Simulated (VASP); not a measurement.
Crystal: Rh.

```xyz
1
Lattice="0.0000 1.9008 1.9008 1.9008 0.0000 1.9008 1.9008 1.9008 0.0000" Properties=species:S:1:pos:R:3 pbc="T T T"
Rh    0.0000    0.0000    0.0000
```

Base run:

* Program: VASP 6.6.1
* Functional: r2SCAN
* Potentials or basis: VASP PAW PBE potentials, release 64 (Rh_pv)
* Cutoff: 520 eV
* k mesh: 14 × 14 × 14
* Occupations: methfessel-paxton, width 0.2 eV
* Spin: no spin polarisation

Its results: pressure 0.8 GPa.

Task: The run is repeated on the same cell with these changes: occupations from methfessel-paxton, width 0.2 eV to methfessel-paxton, width 1 eV. What comes out?

Result: Pressure 1.7 GPa.

Caveats: the PAW data sets were made with another functional, which shifts forces and pressure a little.
